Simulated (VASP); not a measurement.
Crystal: Mg.

```
Mg
1.0
     3.20930    0.00000    0.00000
    -1.60465    2.77934    0.00000
     0.00000    0.00000    5.21030
Mg
2
Direct
  0.33333 0.66667 0.25000
  0.66667 0.33333 0.75000
```

| Quantity | Value |
| --- | --- |
| Program | VASP 6.6.1 |
| Task | relaxation of cell and atoms |
| Functional | PBEsol |
| Potentials or basis | VASP PAW PBE potentials, release 64 (Mg) |
| Cutoff | 600 eV |
| k mesh | 16 × 16 × 9 |
| Occupations | fermi-dirac, width 0.1 eV |
| Spin | no spin polarisation |

At the start: pressure -1.1 GPa; volume 23.24 Å³/atom.

**Question.** How do energy, volume and symmetry change on relaxing?

**Answer.** Over 3 steps the energy falls by 2.6 meV/atom and the volume is 22.52 Å³/atom (-3.1 %); space group P6_3/mmc (No. 194, to 0.1 Å) before and after.

Step by step:
| step | energy change (eV) | largest force (eV/Å) | pressure (GPa) | volume (Å³) |
| --- | --- | --- | --- | --- |
| 1 | 0.0000 | 0.0000 | -1.12 | 46.47 |
| 2 | -0.0048 | 0.0000 | -0.30 | 45.39 |
| 3 | -0.0052 | 0.0000 | 0.00 | 45.04 |

Final structure:
```yaml
crystal:
  lattice:
    - [3.17648, 0.00000, 0.00000]
    - [-1.58824, 2.75091, 0.00000]
    - [0.00000, 0.00000, 5.15385]
  atoms:
    - { symbol: Mg, position: [0.33333, 0.66667, 0.25000] }
    - { symbol: Mg, position: [0.66667, 0.33333, 0.75000] }
```

Caveat: the PAW data sets were made with another functional, which shifts forces and pressure a little.
